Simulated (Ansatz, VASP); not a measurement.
# Two plane-wave programs on Si2Ni

```
CELL_PARAMETERS angstrom
0.00000 2.69086 2.69086
2.69086 0.00000 2.69086
2.69086 2.69086 0.00000
ATOMIC_POSITIONS crystal
Si 0.25000 0.25000 0.25000
Si 0.75000 0.75000 0.75000
Ni 0.00000 0.00000 0.00000
```

Alike in both runs: functional PBE; dispersion D3(BJ); k mesh 14 × 14 × 14; occupations gaussian, width 0.1 eV; no spin polarisation.

Ansatz relaxed the structure, and its values are those at the end. VASP's run is a single point on that final structure, the one shown.

|  | VASP | Ansatz |
| --- | --- | --- |
| version | VASP 6.6.1 | Ansatz 0.2.0 |
| potentials or method | VASP PAW PBE potentials, release 64 (Si, Ni), cutoff 520 eV | scalar-relativistic, plane waves, PAW |
| valence electrons in the cell | 18 | 26 |

Ansatz gave:

- gap on the k mesh at the Fermi level (eV): none
- pressure (GPa): 0.0

Q: Estimate VASP's values.

A: gap on the k mesh at the Fermi level (eV): none; pressure (GPa): -0.1.

A gap of «none» marks a metal or a gap that the smearing closes. VASP's potentials hold 18 valence electrons a cell and Ansatz's 26, so a difference there can come from the potentials and not from the codes.
